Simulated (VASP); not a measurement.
Input of a VASP 6.6.1 run:

The input INCAR:

```
SYSTEM = WSe2
PREC = Accurate
ENCUT = 520
EDIFF = 1E-6
ISMEAR = 0
SIGMA = 0.05
LREAL = .FALSE.
LASPH = .TRUE.
NELM = 80
ALGO = Normal
ISIF = 2
LWAVE = .FALSE.
LCHARG = .TRUE.
GGA = PS
LELF = .TRUE.
LVHAR = .TRUE.
NBANDS = 20
```

Contents of KPOINTS:

```
regular mesh
0
G
  12 12 2
  0 0 0
```

POSCAR

```
WSe2
1.0
    3.3179375931      0.0000000000      0.0000000000
   -1.6589687966      2.8734182438      0.0000000000
    0.0000000000      0.0000000000     16.6581424200
W Se
1 2
Direct
    0.0000000000      0.0000000000      0.0000000000
    0.3535998870      0.6112974123      0.0997865200
    0.3535998870      0.6112974123      0.9002134800
```

Potentials or basis: VASP PAW PBE potentials, release 64 (W_sv, Se).

Launch:

```console
$ cat potpaw_PBE.64/W_sv/POTCAR potpaw_PBE.64/Se/POTCAR > POTCAR
$ mpirun -np 1 vasp_std > vasp.out
```

Task: Predict the band gap on the k mesh.

Result: 1.44 eV (least direct gap 1.47 eV).

Task: Estimate the largest force.

Result: 3.800 eV/Å.

Forces on the atoms (eV/Å):
```
W    2.552 -2.816  0.000
Se  -1.276  1.408  0.436
Se  -1.276  1.408 -0.436
```

Caveat: the cell differs from its parent crystal (all Se atoms moved +0.225 Å, as atom 2 along Cartesian [1 -1 0]); there is no dipole correction, which matters where the two faces differ; the PAW data sets were made with another functional, which shifts forces and pressure a little; spin-orbit coupling is left out, which moves the levels of the heavy elements.
